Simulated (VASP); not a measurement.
# ZnSe (P4/nmm) in VASP: further runs, part 2 of 2

VASP 6.6.1. The steps go on from the part before.

## Step 4: Single point, PBEsol

INCAR

```
  PREC = Accurate
  ENCUT = 520
  EDIFF = 1E-7
  ISMEAR = 0
  SIGMA = 0.05
  LREAL = False
  LASPH = True
  NELM = 80
  ALGO = Normal
  ISIF = 2
  LWAVE = False
  LCHARG = True
  GGA = PS
  LELF = True
  LVHAR = True
  NBANDS = 26
```

KPOINTS

```
regular mesh
0
Gamma
  8 8 6
```

POSCAR

```
ZnSe
1.0
    4.2058644041      0.0000000000      0.0000000000
    0.0000000000      4.2058644041      0.0000000000
    0.0000000000      0.0000000000      5.7754702926
Zn Se
2 2
Direct
    0.0000000000      0.0000000000      0.0000000000
    0.5000000000      0.5000000000      0.0000000000
    0.0000000000      0.5000000000      0.3043429689
    0.5000000000      0.0000000000      0.6956570311
```

Potentials or basis: VASP PAW PBE potentials, release 64 (Zn, Se).

Launch:

```bash
$ cat potpaw_PBE.64/Zn/POTCAR potpaw_PBE.64/Se/POTCAR > POTCAR
$ mpirun -np 1 vasp_std > vasp.out
```

OUTCAR:

```text
PREC = Accurate
   ENCUT = 520
   EDIFF = 1E-7
   ISMEAR = 0
   LREAL = False
   LASPH = True
   NELM = 80
   ISIF = 2
   GGA = PS

 ion  position               nearest neighbor table
   1  0.000  0.000  0.000-   3 2.74   4 2.74   3 2.74   4 2.74   2 2.97   2 2.97   2 2.97   2 2.97

   2  0.500  0.500  0.000-   3 2.74   4 2.74   4 2.74   3 2.74   1 2.97   1 2.97   1 2.97   1 2.97

   3  0.000  0.500  0.304-   1 2.74   2 2.74   1 2.74   2 2.74
   4  0.500  0.000  0.696-   1 2.74   2 2.74   2 2.74   1 2.74

  LATTYP: Found a simple tetragonal cell.
 ALAT       =     4.2058644041
 C/A-ratio  =     1.3731946011

  Lattice vectors:

 A1 = (   4.2058644041,   0.0000000000,   0.0000000000)
 A2 = (   0.0000000000,   4.2058644041,   0.0000000000)
 A3 = (   0.0000000000,   0.0000000000,   5.7754702926)

Analysis of symmetry for initial positions (statically):
=====================================================================
 Subroutine PRICEL returns:
 Original cell was already a primitive cell.

 Routine SETGRP: Setting up the symmetry group for a
 simple tetragonal supercell.

 Subroutine GETGRP returns: Found 16 space group operations
[... 167 lines left out ...]
  ---------------------------------------------------
  free energy    TOTEN  =       -11.91240559 eV

  energy without entropy =      -11.91240559  energy(sigma->0) =      -11.91240559

 E-fermi :   1.0903     XC(G=0):  -9.1504

 val. band max:        0.8593965946   @ k =   0.0000   0.0000   0.0000
 cond. band min:       1.6504431851   @ k =   0.0000   0.0000   0.0000
 fundamental gap:      0.7910465905
 Fermi energy:         1.0903411402

 k-point     1 :       0.0000    0.0000    0.0000
  band No.  band energies     occupation
      1     -11.7874      2.00000
      2     -10.8599      2.00000
      3      -5.9395      2.00000
      4      -5.9138      2.00000
      5      -5.8258      2.00000
      6      -5.7589      2.00000
[... 685 lines left out ...]
     25       9.1779      0.00000
     26       9.1779      0.00000

 [... further k-points ...]
[... 5 lines left out ...]
  --------------------------------------------------------------------------------------
  -------------------------------------------------------------------------------------
  Total       -5.2489306     -5.2489306     -8.3198034      0.0000000      0.0000000      0.0000000
  in kB      -82.3158609    -82.3158609   -130.4745352      0.0000000      0.0000000      0.0000000
  external PRESSURE =     -98.3687524 kB  Pullay stress =       0.0000000 kB

 VOLUME and BASIS-vectors are now :
 -----------------------------------------------------------------------------
  energy-cutoff  :      520.00
  volume of cell :      102.16
      direct lattice vectors                 reciprocal lattice vectors
     4.205864404  0.000000000  0.000000000     0.237763252  0.000000000  0.000000000
     0.000000000  4.205864404  0.000000000     0.000000000  0.237763252  0.000000000
     0.000000000  0.000000000  5.775470293     0.000000000  0.000000000  0.173146073

 POSITION                                       TOTAL-FORCE (eV/Angst)
 -----------------------------------------------------------------------------------
      0.00000      0.00000      0.00000         0.000000      0.000000      0.000000
      2.10293      2.10293      0.00000         0.000000     -0.000000      0.000000
      0.00000      2.10293      1.75772         0.000000      0.000000     -2.305459
      2.10293      0.00000      4.01775         0.000000      0.000000      2.305459
 -----------------------------------------------------------------------------------
    total drift:                                0.000000     -0.000000     -0.000000

  FREE ENERGIE OF THE ION-ELECTRON SYSTEM (eV)
  ---------------------------------------------------
  free  energy   TOTEN  =       -11.9124055896 eV

  energy  without entropy=      -11.9124055896  energy(sigma->0) =      -11.91240559
```

Wall time 59 s (1 thread of Intel Xeon 6975P-C (Granite Rapids), shared host); peak memory 0.29 GiB.

Results:

- Free energy: -11.9124 eV
- Pressure: -9.8 GPa
- Largest force: 2.305 eV/Å
- Band gap on the k mesh: 0.79 eV, direct

Forces on the atoms (eV/Å):
```
Zn   0.000  0.000  0.000
Zn   0.000  0.000  0.000
Se   0.000  0.000 -2.305
Se   0.000  0.000  2.305
```

Stress tensor (GPa, compression positive):
```
 -8.23   0.00   0.00
  0.00  -8.23   0.00
  0.00   0.00 -13.05
```

Levels at points of the mesh, in eV from the valence-band top:
```csv
k point,band 14,band 15,band 16,band 17,band 18,band 19,band 20,band 21,band 22,band 23
"(0.00, 0.00, 0.00)",-1.95,-1.95,-0.78,0.00,0.00,0.79,1.67,3.18,4.46,4.46
"(0.50, 0.00, 0.00)",-4.08,-2.30,-2.30,-0.79,-0.79,3.01,3.01,4.42,4.42,6.06
"(0.50, 0.50, 0.00)",-4.07,-2.14,-2.14,-1.62,-1.62,1.80,1.80,2.20,2.20,8.77
"(0.00, 0.00, 0.50)",-1.74,-1.35,-1.35,-0.90,-0.90,1.88,3.05,3.11,4.68,5.18
"(0.50, 0.00, 0.50)",-4.80,-0.82,-0.82,-0.72,-0.72,1.46,1.46,5.30,5.30,5.32
"(0.50, 0.50, 0.50)",-3.58,-2.84,-2.84,-2.59,-2.59,3.51,3.51,3.93,3.93,7.40
```

Caveat: the PAW data sets were made with another functional, which shifts forces and pressure a little. As with any semilocal functional, this PBEsol gap is likely too small.

## Step 5: Single point, PBEsol

INCAR

```
ALGO = Normal
EDIFF = 1E-7
ENCUT = 520
GGA = PS
ISIF = 2
ISMEAR = 0
LASPH = T
LCHARG = F
LREAL = F
LWAVE = F
NBANDS = 26
NELM = 100
PREC = Accurate
SIGMA = 0.05
```

KPOINTS

```
k-points
0
Gamma
  8 8 6
```

Changes to POSCAR since step 4:

```diff
@@ -10,3 +10,3 @@
     0.5000000000      0.5000000000      0.0000000000
-    0.0000000000      0.5000000000      0.3043429689
-    0.5000000000      0.0000000000      0.6956570311
+    0.0000000000      0.5000000000      0.2681677050
+    0.5000000000      0.0000000000      0.7318322950
```

Launch:

```bash
$ cat potpaw_PBE.64/Zn/POTCAR potpaw_PBE.64/Se/POTCAR > POTCAR
$ mpirun -np 1 vasp_std > vasp.out
```

It took 63 s on 1 thread of Intel Xeon 6975P-C (Granite Rapids), shared host; peak memory 0.29 GiB.

Results (log left out):

| Property | Result |
| --- | --- |
| Free energy | -12.6359 eV |
| Pressure | -6.0 GPa |
| Largest force | 1.069 eV/Å |
| Band gap on the k mesh | 1.50 eV, direct |

Forces on the atoms (eV/Å):
```
Zn   0.000  0.000  0.000
Zn   0.000  0.000  0.000
Se   0.000  0.000 -1.069
Se   0.000  0.000  1.069
```

Stress tensor (GPa, compression positive):
```
-6.20  0.00  0.00
 0.00 -6.20  0.00
 0.00  0.00 -5.74
```

Levels at points of the mesh, in eV from the valence-band top:
```csv
k point,band 14,band 15,band 16,band 17,band 18,band 19,band 20,band 21,band 22,band 23
"(0.00, 0.00, 0.00)",-2.06,-2.06,-0.06,0.00,0.00,1.50,1.64,2.92,5.44,5.44
"(0.50, 0.00, 0.00)",-4.18,-1.68,-1.68,-0.80,-0.80,3.32,3.32,5.37,5.37,6.42
"(0.50, 0.50, 0.00)",-4.15,-2.01,-2.01,-1.74,-1.74,3.04,3.04,3.06,3.06,9.86
"(0.00, 0.00, 0.50)",-1.77,-1.77,-1.25,-0.49,-0.49,1.80,3.32,3.62,4.93,6.12
"(0.50, 0.00, 0.50)",-4.68,-0.75,-0.75,-0.62,-0.62,2.21,2.21,5.78,5.78,5.78
"(0.50, 0.50, 0.50)",-3.89,-2.48,-2.48,-2.35,-2.35,4.55,4.55,4.64,4.64,8.05
```

Caveat: the PAW data sets were made with another functional, which shifts forces and pressure a little. A k mesh can miss the band edges.

## Step 6: Single point, PBEsol

INCAR

```
SYSTEM = ZnSe
PREC = Accurate ; ENCUT = 520
EDIFF = 1E-6 ; ISMEAR = 0
SIGMA = 0.05 ; LREAL = .False.
LASPH = .True. ; NELM = 80
ALGO = Normal ; ISIF = 2
LWAVE = .False. ; LCHARG = .False.
GGA = PS ; NBANDS = 26
```

KPOINTS

```
Automatic mesh
0
Gamma
  8 8 6
  0 0 0
```

Changes to POSCAR since step 5:

```diff
@@ -10,3 +10,3 @@
     0.5000000000      0.5000000000      0.0000000000
-    0.0000000000      0.5000000000      0.2681677050
-    0.5000000000      0.0000000000      0.7318322950
+    0.0000000000      0.5000000000      0.2319924411
+    0.5000000000      0.0000000000      0.7680075589
```

Potentials or basis: VASP PAW PBE potentials, release 64 (Zn, Se).

Launch:

```bash
$ cat potpaw_PBE.64/Zn/POTCAR potpaw_PBE.64/Se/POTCAR > POTCAR
$ mpirun -np 1 vasp_std > vasp.out
```

OUTCAR:

```text
SYSTEM = ZnSe
   PREC = Accurate
   ENCUT = 520
   EDIFF = 1E-6
   ISMEAR = 0
   LREAL = .False.
   LASPH = .True.
   NELM = 80
   ISIF = 2
   GGA = PS

 ion  position               nearest neighbor table
   1  0.000  0.000  0.000-   3 2.49   4 2.49   3 2.49   4 2.49   2 2.97   2 2.97   2 2.97   2 2.97

   2  0.500  0.500  0.000-   3 2.49   4 2.49   4 2.49   3 2.49   1 2.97   1 2.97   1 2.97   1 2.97

   3  0.000  0.500  0.232-   1 2.49   2 2.49   1 2.49   2 2.49
   4  0.500  0.000  0.768-   1 2.49   2 2.49   2 2.49   1 2.49

  LATTYP: Found a simple tetragonal cell.
 ALAT       =     4.2058644041
 C/A-ratio  =     1.3731946011

  Lattice vectors:

 A1 = (   4.2058644041,   0.0000000000,   0.0000000000)
 A2 = (   0.0000000000,   4.2058644041,   0.0000000000)
 A3 = (   0.0000000000,   0.0000000000,   5.7754702926)

Analysis of symmetry for initial positions (statically):
=====================================================================
 Subroutine PRICEL returns:
 Original cell was already a primitive cell.

 Routine SETGRP: Setting up the symmetry group for a
 simple tetragonal supercell.

 Subroutine GETGRP returns: Found 16 space group operations
 (whereof  8 operations were pure point group operations)
 out of a pool of 16 trial point group operations.

The static configuration has the point symmetry D_2d.
 The point group associated with its full space group is D_4h.

Analysis of symmetry for dynamics (positions and initial velocities):
=====================================================================
 Subroutine PRICEL returns:
 Original cell was already a primitive cell.

 Routine SETGRP: Setting up the symmetry group for a
 simple tetragonal supercell.

 Subroutine GETGRP returns: Found 16 space group operations
 (whereof  8 operations were pure point group operations)
 out of a pool of 16 trial point group operations.

The dynamic configuration has the point symmetry D_2d.
 The point group associated with its full space group is D_4h.

[... 115 lines left out ...]
   EMIN   =  10.00;   EMAX   =-10.00  energy-range for DOS
   EFERMI =   0.00;   METHOD = LEGACY
   ISMEAR =     0;   SIGMA  =   0.05  broadening in eV -4-tet -1-fermi 0-gaus
   EFERMI_NEDOS =   21; number of points for ismear=-14 and -15
   IALGO  =     38    algorithm
   IMIX   =      4    mixing-type and parameters
     AMIX     =   0.40;   BMIX     =  1.00
     AMIX_MAG =   1.60;   BMIX_MAG =  1.00
  volume/ion in A,a.u.               =      25.54       172.36
  Fermi-wavevector in a.u.,A,eV,Ry     =   1.156316  2.185120 18.191883  1.337066
  Thomas-Fermi vector in A             =   2.292937
   LORBIT       =      0    0 simple, 1 ext, 2 COOP (PROOUT), +10 PAW based schemes
   GGA     = PS    functional components
   LHFCALC =     F    Hartree Fock is set to
   AEXX    =    0.0000 exact exchange contribution
   IVDW    =     0    specifies the selected vdW correction
   LEPSILON=     F    determine dielectric tensor
   LRPA    =     F    only Hartree local field effects (RPA)
 non-spin polarized calculation
 Gauss-broadening in eV      SIGMA  =   0.05
  energy-cutoff  :      520.00
  volume of cell :      102.16
 maximum number of plane-waves:      2774
 NGX is ok and might be reduce to    32
   NGX = 15   NGY = 15   NGZ = 21

 number of electron      35.9999991 magnetization

 Free energy of the ion-electron system (eV)
  ---------------------------------------------------
  ext. energy  EPLUGINS =         0.00000000
  ---------------------------------------------------
  free energy    TOTEN  =       -12.75058555 eV

  energy without entropy =      -12.75058555  energy(sigma->0) =      -12.75058555

 E-fermi :   0.9943     XC(G=0):  -8.8066

 val. band max:        0.7566742820   @ k =   0.0000   0.0000   0.0000
 cond. band min:       1.8519252266   @ k =   0.0000   0.0000   0.0000
 fundamental gap:      1.0952509447
 Fermi energy:         0.9943234663

 k-point     1 :       0.0000    0.0000    0.0000
  band No.  band energies     occupation
      1     -12.5177      2.00000
      2     -11.4585      2.00000
      3      -6.1489      2.00000
      4      -6.1378      2.00000
      5      -6.1378      2.00000
      6      -6.1299      2.00000
[... 685 lines left out ...]
     25       8.8910      0.00000
     26       8.8910      0.00000

 [... further k-points ...]
[... 5 lines left out ...]
  --------------------------------------------------------------------------------------
  -------------------------------------------------------------------------------------
  Total       -0.8125448     -0.8125448      1.1320563      0.0000000      0.0000000      0.0000000
  in kB      -12.7426580    -12.7426580     17.7533661      0.0000000      0.0000000      0.0000000
  external PRESSURE =      -2.5773166 kB  Pullay stress =       0.0000000 kB

 VOLUME and BASIS-vectors are now :
 -----------------------------------------------------------------------------
  energy-cutoff  :      520.00
  volume of cell :      102.16
      direct lattice vectors                 reciprocal lattice vectors
     4.205864404  0.000000000  0.000000000     0.237763252  0.000000000  0.000000000
     0.000000000  4.205864404  0.000000000     0.000000000  0.237763252  0.000000000
     0.000000000  0.000000000  5.775470293     0.000000000  0.000000000  0.173146073

 POSITION                                       TOTAL-FORCE (eV/Angst)
 -----------------------------------------------------------------------------------
      0.00000      0.00000      0.00000        -0.000000      0.000000      0.000000
      2.10293      2.10293      0.00000         0.000000     -0.000000      0.000000
      0.00000      2.10293      1.33987        -0.000000      0.000000      0.562073
      2.10293      0.00000      4.43560        -0.000000      0.000000     -0.562073
 -----------------------------------------------------------------------------------
    total drift:                                0.000000     -0.000000     -0.000000

  FREE ENERGIE OF THE ION-ELECTRON SYSTEM (eV)
  ---------------------------------------------------
  free  energy   TOTEN  =       -12.7505855528 eV

  energy  without entropy=      -12.7505855528  energy(sigma->0) =      -12.75058555
```

stdout:

```text
POSCAR found type information on POSCAR ZnSe
 POSCAR found :  2 types and       4 ions
 scaLAPACK will be used
 -----------------------------------------------------------------------------
|                                                                             |
|                                                                             |
|     You enforced a specific xc type in the INCAR file but a different       |
|     I HOPE YOU KNOW WHAT YOU ARE DOING!                                     |
|                                                                             |
 -----------------------------------------------------------------------------

 LDA part: xc-table for (Slater+PW92), standard interpolation
 POSCAR, INCAR and KPOINTS ok, starting setup
 FFT: planning ... GRIDC
 FFT: planning ... GRID_SOFT
 FFT: planning ... GRID
 WAVECAR not read
 entering main loop
```

It took 69 s on 1 thread of Intel Xeon 6975P-C (Granite Rapids), shared host; peak memory 0.3 GiB.

What came out:

```
Free energy            : -12.7506 eV
Pressure               : -0.3 GPa
Largest force          : 0.562 eV/Å
Band gap on the k mesh : 1.10 eV, direct
```

Forces in eV/Å, atoms in the order of the input:
```
Zn   0.000  0.000  0.000
Zn   0.000  0.000  0.000
Se   0.000  0.000  0.562
Se   0.000  0.000 -0.562
```

Stress tensor (GPa, compression positive):
```
-1.27  0.00  0.00
 0.00 -1.27  0.00
 0.00  0.00  1.78
```

Levels at points of the mesh, in eV from the valence-band top:
| k point | band 14 | band 15 | band 16 | band 17 | band 18 | band 19 | band 20 | band 21 | band 22 | band 23 |
| --- | --- | --- | --- | --- | --- | --- | --- | --- | --- | --- |
| (0.00, 0.00, 0.00) | -2.78 | -2.78 | -0.34 | -0.34 | 0.00 | 1.10 | 1.78 | 2.59 | 5.41 | 6.15 |
| (0.50, 0.00, 0.00) | -4.62 | -1.44 | -1.44 | -1.32 | -1.32 | 2.94 | 2.94 | 6.12 | 6.12 | 6.38 |
| (0.50, 0.50, 0.00) | -4.74 | -2.27 | -2.27 | -2.11 | -2.11 | 3.47 | 3.47 | 4.00 | 4.00 | 9.64 |
| (0.00, 0.00, 0.50) | -2.65 | -2.65 | -1.16 | -0.59 | -0.59 | 1.21 | 3.23 | 3.58 | 4.77 | 6.80 |
| (0.50, 0.00, 0.50) | -4.95 | -1.29 | -1.29 | -0.73 | -0.73 | 2.29 | 2.29 | 5.86 | 5.86 | 6.23 |
| (0.50, 0.50, 0.50) | -4.62 | -2.55 | -2.55 | -2.52 | -2.52 | 4.91 | 4.91 | 5.39 | 5.39 | 8.23 |

Caveat: the PAW data sets were made with another functional, which shifts forces and pressure a little.
